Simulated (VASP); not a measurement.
# KTaO3 (P4/mmm) in VASP: further runs

Runs on KTaO3. Level: r2SCAN. Tasks: single point.

Everything below comes from runs of VASP 6.6.1. Logs are shortened: lines on timing, memory, paths and dates and some standing lists are left out, and cuts for length are marked.

### 1 The cell of the first run

It takes space group P4/mmm (No. 123, tetragonal). The conventional cell has a = 3.988 Å, b = 3.988 Å, c = 3.589 Å, α = 90.00°, β = 90.00°, γ = 90.00°. K (site symmetry 4/mmm) has 12 O at 2.68 to 2.82 Å and 8 Ta at 3.34 Å within 3.5 Å. Ta (site symmetry 4/mmm) has 6 O at 1.79 to 1.99 Å within 2.4 Å. O (site symmetry 4/mmm) has 2 Ta at 1.79 Å within 2.4 Å. O (site symmetry mmm) has 2 Ta at 1.99 Å within 2.6 Å.

### 2 Single point, r2SCAN (strain -0.1000 x Voigt [1, 0, 0, 0, 0, 0])

Input file POSCAR:

```
KTaO3
1.0
    3.5894700000      0.0000000000      0.0000000000
    0.0000000000      3.9883000000      0.0000000000
    0.0000000000      0.0000000000      3.9883000000
K Ta O
1 1 3
Direct
    0.5000000000      0.5000000000      0.5000000000
    0.0000000000      0.0000000000      0.0000000000
    0.5000000000      0.0000000000      0.0000000000
    0.0000000000      0.5000000000      0.0000000000
    0.0000000000      0.0000000000      0.5000000000
```

Input file INCAR.step1:

```
SYSTEM = KTaO3
  PREC = Accurate
  ENCUT = 520
  ISMEAR = 0
  SIGMA = 0.05
  LREAL = .FALSE.
  LASPH = .TRUE.
  NELM = 80
  NBANDS = 27
  GGA = PE
  ALGO = Normal
  EDIFF = 1E-4
  LWAVE = .TRUE.
  LCHARG = .FALSE.
```

Input file INCAR.step2:

```
SYSTEM = KTaO3
  PREC = Accurate
  ENCUT = 520
  EDIFF = 1E-7
  ISMEAR = 0
  SIGMA = 0.05
  LREAL = .FALSE.
  LASPH = .TRUE.
  NELM = 80
  ALGO = Normal
  ISIF = 2
  LWAVE = .FALSE.
  LCHARG = .FALSE.
  METAGGA = R2SCAN
  LMIXTAU = .TRUE.
  NBANDS = 27
  ISTART = 1
```

Input file KPOINTS:

```
Automatic mesh
0
G
  6 6 6
  0 0 0
```

Potentials or basis: VASP PAW PBE potentials, release 64 (K_sv, Ta_pv, O).

Started as:

```bash
$ cat potpaw_PBE.64/K_sv/POTCAR potpaw_PBE.64/Ta_pv/POTCAR potpaw_PBE.64/O/POTCAR > POTCAR
$ cp INCAR.step1 INCAR
$ mpirun -np 1 vasp_std > vasp.out
$ cp INCAR.step2 INCAR
$ mpirun -np 1 vasp_std > vasp.out
```

OUTCAR:

```text
SYSTEM = KTaO3
   PREC = Accurate
   ENCUT = 520
   EDIFF = 1E-7
   ISMEAR = 0
   LREAL = .FALSE.
   LASPH = .TRUE.
   NELM = 80
   ISIF = 2
   METAGGA = R2SCAN
   ISTART = 1

 ion  position               nearest neighbor table
   1  0.500  0.500  0.500-   4 2.68   5 2.68   4 2.68   5 2.68   4 2.68   5 2.68   4 2.68   5 2.68
                             3 2.82   3 2.82   3 2.82   3 2.82   2 3.34   2 3.34   2 3.34   2 3.34
   2  0.000  0.000  0.000-   3 1.79   3 1.79   5 1.99   5 1.99   4 1.99   4 1.99   1 3.34   1 3.34
                             1 3.34   1 3.34   1 3.34   1 3.34   1 3.34   1 3.34
   3  0.500  0.000  0.000-   2 1.79   2 1.79   1 2.82   1 2.82   1 2.82   1 2.82
   4  0.000  0.500  0.000-   2 1.99   2 1.99   1 2.68   1 2.68   1 2.68   1 2.68
   5  0.000  0.000  0.500-   2 1.99   2 1.99   1 2.68   1 2.68   1 2.68   1 2.68

  LATTYP: Found a simple tetragonal cell.
 ALAT       =     3.9883000000
 C/A-ratio  =     0.9000000000

  Lattice vectors:

 A1 = (   0.0000000000,   3.9883000000,   0.0000000000)
 A2 = (   0.0000000000,   0.0000000000,   3.9883000000)
 A3 = (   3.5894700000,   0.0000000000,   0.0000000000)

Analysis of symmetry for initial positions (statically):
=====================================================================
 Subroutine PRICEL returns:
 Original cell was already a primitive cell.

 Routine SETGRP: Setting up the symmetry group for a
 simple tetragonal supercell.

 Subroutine GETGRP returns: Found 16 space group operations
 (whereof 16 operations were pure point group operations)
 out of a pool of 16 trial point group operations.

The static configuration has the point symmetry D_4h.

Analysis of symmetry for dynamics (positions and initial velocities):
=====================================================================
 Subroutine PRICEL returns:
 Original cell was already a primitive cell.

 Routine SETGRP: Setting up the symmetry group for a
 simple tetragonal supercell.

 Subroutine GETGRP returns: Found 16 space group operations
 (whereof 16 operations were pure point group operations)
 out of a pool of 16 trial point group operations.

The dynamic configuration has the point symmetry D_4h.

 Subroutine INISYM returns: Found 16 space group operations
 (whereof 16 operations are pure point group operations),
 and found     1 'primitive' translations

[... 101 lines left out ...]
   LREAL  =      F    real-space projection
   EDIFFG = 0.1E-05   stopping-criterion for IOM
   NSW    =      0    number of steps for IOM
   IBRION =     -1    ionic relax: 0-MD 1-quasi-New 2-CG
   NFREE  =      0    steps in history (QN), initial steepest desc. (CG)
   ISIF   =      2    stress and relaxation
   ISYM   =      2    0-nonsym 1-usesym 2-fastsym
   POTIM  = 0.5000    time-step for ionic-motion
   TEBEG  =    0.0;   TEEND  =   0.0 temperature during run
   PSTRESS=    0.0 pullay stress
   NELECT =      38.0000    total number of electrons
   NUPDOWN=      -1.0000    fix difference up-down
   EMIN   =  10.00;   EMAX   =-10.00  energy-range for DOS
   EFERMI =   0.00;   METHOD = LEGACY
   ISMEAR =     0;   SIGMA  =   0.05  broadening in eV -4-tet -1-fermi 0-gaus
   EFERMI_NEDOS =   21; number of points for ismear=-14 and -15
   IALGO  =     38    algorithm
   IMIX   =      4    mixing-type and parameters
     AMIX     =   0.40;   BMIX     =  1.00
     AMIX_MAG =   1.60;   BMIX_MAG =  1.00
  volume/ion in A,a.u.               =      11.42        77.06
  Fermi-wavevector in a.u.,A,eV,Ry     =   1.429335  2.701052 27.796684  2.042999
  Thomas-Fermi vector in A             =   2.549300
   LORBIT       =      0    0 simple, 1 ext, 2 COOP (PROOUT), +10 PAW based schemes
   METAGGA = R2SCAN    functional components
   LHFCALC =     F    Hartree Fock is set to
   AEXX    =    0.0000 exact exchange contribution
   IVDW    =     0    specifies the selected vdW correction
   LEPSILON=     F    determine dielectric tensor
   LRPA    =     F    only Hartree local field effects (RPA)
 non-spin polarized calculation
 Gauss-broadening in eV      SIGMA  =   0.05
  energy-cutoff  :      520.00
  volume of cell :       57.10
 maximum number of plane-waves:      1557
 NGX is ok and might be reduce to    28
   NGX = 13   NGY = 15   NGZ = 15

 number of electron      37.9999990 magnetization

 Free energy of the ion-electron system (eV)
  ---------------------------------------------------
  ext. energy  EPLUGINS =         0.00000000
  ---------------------------------------------------
  free energy    TOTEN  =       -85.74843156 eV

  energy without entropy =      -85.74843156  energy(sigma->0) =      -85.74843156

 E-fermi :   2.5463     XC(G=0): -12.1573

 val. band max:        2.2444200210   @ k =   0.5000   0.5000   0.5000
 cond. band min:       4.8616796337   @ k =   0.0000   0.0000   0.0000
 fundamental gap:      2.6172596127
 Fermi energy:         2.5462863685

 k-point     1 :       0.0000    0.0000    0.0000
  band No.  band energies     occupation
      1     -32.9049      2.00000
      2     -32.5141      2.00000
      3     -32.5141      2.00000
      4     -26.1811      2.00000
      5     -17.6311      2.00000
      6     -15.9277      2.00000
[... 709 lines left out ...]
     26      14.1503      0.00000
     27      14.1549      0.00000

 [... further k-points ...]

------------------------ aborting loop because EDIFF is reached ----------------------------------------

  FORCE on cell =-STRESS in cart. coord.  units (eV):
  Direction    XX          YY          ZZ          XY          YZ          ZX
  --------------------------------------------------------------------------------------
  -------------------------------------------------------------------------------------
  Total       29.4936522      4.3649437      4.3649437      0.0000000      0.0000000      0.0000000
  in kB      827.6241818    122.4851004    122.4851004      0.0000000      0.0000000      0.0000000
  external PRESSURE =     357.5314609 kB  Pullay stress =       0.0000000 kB

 VOLUME and BASIS-vectors are now :
 -----------------------------------------------------------------------------
  energy-cutoff  :      520.00
  volume of cell :       57.10
      direct lattice vectors                 reciprocal lattice vectors
     3.589470000  0.000000000  0.000000000     0.278592661  0.000000000  0.000000000
     0.000000000  3.988300000  0.000000000     0.000000000  0.250733395  0.000000000
     0.000000000  0.000000000  3.988300000     0.000000000  0.000000000  0.250733395

 POSITION                                       TOTAL-FORCE (eV/Angst)
 -----------------------------------------------------------------------------------
      1.79473      1.99415      1.99415         0.000000      0.000000      0.000000
      0.00000      0.00000      0.00000         0.000000      0.000000      0.000000
      1.79473      0.00000      0.00000         0.000000      0.000000      0.000000
      0.00000      1.99415      0.00000         0.000000      0.000000      0.000000
      0.00000      0.00000      1.99415         0.000000      0.000000      0.000000
 -----------------------------------------------------------------------------------
    total drift:                               -0.000000      0.000000     -0.000000

  FREE ENERGIE OF THE ION-ELECTRON SYSTEM (eV)
  ---------------------------------------------------
  free  energy   TOTEN  =       -85.7484315622 eV

  energy  without entropy=      -85.7484315622  energy(sigma->0) =      -85.74843156
```

OSZICAR.step1:

```text
N       E                     dE             d eps       ncg     rms          rms(c)
DAV:   1     0.328013420144E+03    0.32801E+03   -0.20924E+04  2160   0.143E+03
DAV:   2    -0.283291429882E+02   -0.35634E+03   -0.34415E+03  2523   0.414E+02
DAV:   3    -0.471919508192E+02   -0.18863E+02   -0.18766E+02  3038   0.927E+01
DAV:   4    -0.477782930465E+02   -0.58634E+00   -0.58524E+00  3533   0.107E+01
DAV:   5    -0.477816689083E+02   -0.33759E-02   -0.33754E-02  2851   0.839E-01    0.440E+01
DAV:   6    -0.395577281083E+02    0.82239E+01   -0.32863E+01  2593   0.415E+01    0.175E+01
DAV:   7    -0.394800552039E+02    0.77673E-01   -0.14947E+00  2843   0.806E+00    0.114E+01
DAV:   8    -0.394345540044E+02    0.45501E-01   -0.22202E-01  2582   0.390E+00    0.184E+00
DAV:   9    -0.394282700112E+02    0.62840E-02   -0.22193E-02  2840   0.101E+00    0.294E-01
DAV:  10    -0.394284664572E+02   -0.19645E-03   -0.62825E-03  2837   0.543E-01    0.193E-01
DAV:  11    -0.394283709983E+02    0.95459E-04   -0.70966E-04  2781   0.191E-01
   1 F= -.39428371E+02 E0= -.39428371E+02  d E =-.826849E-11
```

Run time: 2.4 min. Hardware: 1 thread of Intel Xeon Platinum 8488C (Sapphire Rapids), shared host; peak memory 0.2 GiB.

Results:

| Property | Result |
| --- | --- |
| Free energy | -85.7484 eV |
| Pressure | 35.8 GPa |
| Band gap on the k mesh | 2.62 eV, indirect (least direct gap 3.03 eV) |

Stress tensor (GPa, compression positive):
```
82.76  0.00  0.00
 0.00 12.25  0.00
 0.00  0.00 12.25
```

Caveat: the cell differs from its parent crystal (strain -0.1000 x Voigt [1, 0, 0, 0, 0, 0]); the PAW data sets were made with another functional, which shifts forces and pressure a little; spin-orbit coupling is left out, which moves the levels of the heavy elements. A k mesh can miss the band edges.

### 3 Single point, r2SCAN (strain -0.0750 x Voigt [1, 0, 0, 0, 0, 0])

Changes to POSCAR since step 2:

```diff
@@ -2,3 +2,3 @@
 1.0
-    3.5894700000      0.0000000000      0.0000000000
+    3.6891775000      0.0000000000      0.0000000000
     0.0000000000      3.9883000000      0.0000000000
```

Input file INCAR.step1:

```
PREC = Accurate
ENCUT = 520
ISMEAR = 0
SIGMA = 0.05
LREAL = False
LASPH = True
NELM = 100
NBANDS = 27
GGA = PE
ALGO = Normal
EDIFF = 1E-4
LWAVE = True
LCHARG = False
```

Input file INCAR.step2:

```
PREC = Accurate
ENCUT = 520
EDIFF = 1E-7
ISMEAR = 0
SIGMA = 0.05
LREAL = False
LASPH = True
NELM = 100
ALGO = Normal
ISIF = 2
LWAVE = False
LCHARG = False
METAGGA = R2SCAN
LMIXTAU = True
NBANDS = 27
ISTART = 1
```

Input file KPOINTS:

```
Automatic mesh
0
Gamma
  6 6 6
```

Potentials or basis: VASP PAW PBE potentials, release 64 (K_sv, Ta_pv, O).

Started as:

```bash
$ cat potpaw_PBE.64/K_sv/POTCAR potpaw_PBE.64/Ta_pv/POTCAR potpaw_PBE.64/O/POTCAR > POTCAR
$ cp INCAR.step1 INCAR
$ mpirun -np 1 vasp_std > vasp.out
$ cp INCAR.step2 INCAR
$ mpirun -np 1 vasp_std > vasp.out
```

OUTCAR:

```text
PREC = Accurate
   ENCUT = 520
   EDIFF = 1E-7
   ISMEAR = 0
   LREAL = False
   LASPH = True
   NELM = 100
   ISIF = 2
   METAGGA = R2SCAN
   ISTART = 1

 ion  position               nearest neighbor table
   1  0.500  0.500  0.500-   4 2.72   5 2.72   4 2.72   5 2.72   4 2.72   5 2.72   4 2.72   5 2.72
                             3 2.82   3 2.82   3 2.82   3 2.82   2 3.37   2 3.37   2 3.37   2 3.37
   2  0.000  0.000  0.000-   3 1.84   3 1.84   5 1.99   5 1.99   4 1.99   4 1.99   1 3.37   1 3.37
                             1 3.37   1 3.37   1 3.37   1 3.37   1 3.37   1 3.37
[... 929 lines left out ...]
  -------------------------------------------------------------------------------------
  Total       19.9648544      3.2967669      3.2967669      0.0000000      0.0000000     -0.0000000
  in kB      545.0941765     90.0105942     90.0105942      0.0000000      0.0000000     -0.0000000
  external PRESSURE =     241.7051216 kB  Pullay stress =       0.0000000 kB

 VOLUME and BASIS-vectors are now :
 -----------------------------------------------------------------------------
  energy-cutoff  :      520.00
  volume of cell :       58.68
      direct lattice vectors                 reciprocal lattice vectors
     3.689177500  0.000000000  0.000000000     0.271063130  0.000000000  0.000000000
     0.000000000  3.988300000  0.000000000     0.000000000  0.250733395  0.000000000
     0.000000000  0.000000000  3.988300000     0.000000000  0.000000000  0.250733395

 POSITION                                       TOTAL-FORCE (eV/Angst)
 -----------------------------------------------------------------------------------
      1.84459      1.99415      1.99415         0.000000      0.000000      0.000000
      0.00000      0.00000      0.00000         0.000000      0.000000      0.000000
      1.84459      0.00000      0.00000         0.000000      0.000000      0.000000
      0.00000      1.99415      0.00000         0.000000      0.000000      0.000000
      0.00000      0.00000      1.99415         0.000000      0.000000      0.000000
 -----------------------------------------------------------------------------------
    total drift:                                0.000000      0.000000     -0.000000

  FREE ENERGIE OF THE ION-ELECTRON SYSTEM (eV)
  ---------------------------------------------------
  free  energy   TOTEN  =       -86.4249747714 eV

  energy  without entropy=      -86.4249747714  energy(sigma->0) =      -86.42497477
```

OUTCAR.step1:

```text
PREC = Accurate
   ENCUT = 520
   ISMEAR = 0
   LREAL = False
   LASPH = True
[... 955 lines left out ...]
      0.00000      0.00000      0.00000         0.000000      0.000000      0.000000
      1.84459      0.00000      0.00000         0.000000      0.000000      0.000000
      0.00000      1.99415      0.00000         0.000000      0.000000      0.000000
      0.00000      0.00000      1.99415         0.000000      0.000000      0.000000
 -----------------------------------------------------------------------------------
    total drift:                                0.000000      0.000000     -0.000000

  FREE ENERGIE OF THE ION-ELECTRON SYSTEM (eV)
  ---------------------------------------------------
  free  energy   TOTEN  =       -40.1505745331 eV

  energy  without entropy=      -40.1505745331  energy(sigma->0) =      -40.15057453
```

OSZICAR.step1:

```text
N       E                     dE             d eps       ncg     rms          rms(c)
DAV:   1     0.329472069499E+03    0.32947E+03   -0.21007E+04  2160   0.143E+03
DAV:   2    -0.292577093063E+02   -0.35873E+03   -0.34689E+03  2533   0.417E+02
DAV:   3    -0.478283915538E+02   -0.18571E+02   -0.18484E+02  3039   0.922E+01
DAV:   4    -0.485150405669E+02   -0.68665E+00   -0.68539E+00  3557   0.110E+01
DAV:   5    -0.485184288640E+02   -0.33883E-02   -0.33880E-02  2842   0.803E-01    0.409E+01
DAV:   6    -0.402986882301E+02    0.82197E+01   -0.33423E+01  2595   0.410E+01    0.161E+01
DAV:   7    -0.402038798402E+02    0.94808E-01   -0.14688E+00  2829   0.801E+00    0.108E+01
DAV:   8    -0.401597197820E+02    0.44160E-01   -0.26021E-01  2623   0.424E+00    0.226E+00
DAV:   9    -0.401507009989E+02    0.90188E-02   -0.25496E-02  2814   0.113E+00    0.289E-01
DAV:  10    -0.401505959403E+02    0.10506E-03   -0.68702E-03  2908   0.564E-01    0.157E-01
DAV:  11    -0.401505745331E+02    0.21407E-04   -0.56371E-04  2812   0.170E-01
   1 F= -.40150575E+02 E0= -.40150575E+02  d E =-.304111E-17
```

It took 2.6 min on 1 thread of Intel Xeon Platinum 8488C (Sapphire Rapids), shared host; peak memory 0.21 GiB.

Results:

```
Free energy            : -86.4250 eV
Pressure               : 24.2 GPa
Band gap on the k mesh : 2.62 eV, indirect (least direct gap 3.16 eV)
```

Caveat: the cell differs from its parent crystal (strain -0.0750 x Voigt [1, 0, 0, 0, 0, 0]); the PAW data sets were made with another functional, which shifts forces and pressure a little; spin-orbit coupling is left out, which moves the levels of the heavy elements. A k mesh can miss the band edges.

### 4 Single point, r2SCAN (strain +0.0750 x Voigt [1, 0, 0, 0, 0, 0])

Changes to POSCAR since step 3:

```diff
@@ -2,3 +2,3 @@
 1.0
-    3.6891775000      0.0000000000      0.0000000000
+    4.2874225000      0.0000000000      0.0000000000
     0.0000000000      3.9883000000      0.0000000000
```

Input file INCAR.step1:

```
SYSTEM = KTaO3
ALGO = Normal
EDIFF = 1E-4
ENCUT = 520
GGA = PE
ISMEAR = 0
LASPH = .TRUE.
LCHARG = .FALSE.
LREAL = .FALSE.
LWAVE = .TRUE.
NBANDS = 27
NELM = 80
PREC = Accurate
SIGMA = 0.05
```

Input file INCAR.step2:

```
SYSTEM = KTaO3
ALGO = Normal
EDIFF = 1E-6
ENCUT = 520
ISIF = 2
ISMEAR = 0
ISTART = 1
LASPH = .TRUE.
LCHARG = .TRUE.
LELF = .TRUE.
LMIXTAU = .TRUE.
LREAL = .FALSE.
LVHAR = .TRUE.
LWAVE = .FALSE.
METAGGA = R2SCAN
NBANDS = 27
NELM = 80
PREC = Accurate
SIGMA = 0.05
```

Input file KPOINTS:

```
k-points
0
G
  6 6 6
  0 0 0
```

Started as:

```bash
$ cat potpaw_PBE.64/K_sv/POTCAR potpaw_PBE.64/Ta_pv/POTCAR potpaw_PBE.64/O/POTCAR > POTCAR
$ cp INCAR.step1 INCAR
$ mpirun -np 1 vasp_std > vasp.out
$ cp INCAR.step2 INCAR
$ mpirun -np 1 vasp_std > vasp.out
```

It took 2.3 min on 1 thread of Intel Xeon Platinum 8488C (Sapphire Rapids), shared host; peak memory 0.22 GiB.

The run converged. Its results:

- Free energy: -86.7967 eV
- Pressure: -10.4 GPa
- Band gap on the k mesh: 2.30 eV, indirect (least direct gap 2.83 eV)

Stress tensor (GPa, compression positive):
```
-22.81   0.00   0.00
  0.00  -4.13   0.00
  0.00   0.00  -4.13
```

Levels at points of the mesh, in eV from the valence-band top:
```csv
k point,band 16,band 17,band 18,band 19,band 20,band 21,band 22,band 23
"(0.00, 0.00, 0.00)",-1.07,-0.73,-0.53,-0.53,2.30,2.30,2.39,5.34
"(0.50, 0.00, 0.00)",-1.71,-1.61,-1.07,-1.07,2.47,4.32,4.32,6.74
"(0.00, 0.50, 0.00)",-2.12,-1.25,-0.93,-0.72,2.45,5.15,5.16,5.64
"(0.50, 0.50, 0.00)",-1.98,-1.74,-1.71,-0.08,4.37,5.17,5.95,7.62
"(0.00, 0.50, 0.50)",-1.72,-0.95,-0.95,-0.19,5.19,5.19,6.09,6.52
"(0.50, 0.50, 0.50)",-3.65,-0.17,0.00,0.00,6.05,6.05,6.59,9.20
```

Caveat: the cell differs from its parent crystal (strain +0.0750 x Voigt [1, 0, 0, 0, 0, 0]); the PAW data sets were made with another functional, which shifts forces and pressure a little; spin-orbit coupling is left out, which moves the levels of the heavy elements. A k mesh can miss the band edges.

### 5 Summary

| cell | gap on the mesh (eV) | pressure (GPa) |
| --- | --- | --- |
| a = 3.589, b = 3.988, c = 3.988 Å, 5 atoms | 2.62 | 35.8 |
| a = 3.689, b = 3.988, c = 3.988 Å, 5 atoms | 2.62 | 24.2 |
| a = 4.287, b = 3.988, c = 3.988 Å, 5 atoms | 2.30 | -10.4 |

Alike in all rows: task single point; level r2SCAN; potentials or basis VASP PAW PBE potentials, release 64 (K_sv, Ta_pv, O); no spin polarisation; k mesh 6 × 6 × 6; cutoff (eV) 520; smearing gaussian 0.05 eV.

Caveats: the PAW data sets were made with another functional, which shifts forces and pressure a little; spin-orbit coupling is left out, which moves the levels of the heavy elements.

Absolute energies hang on the potentials; compare differences alone.
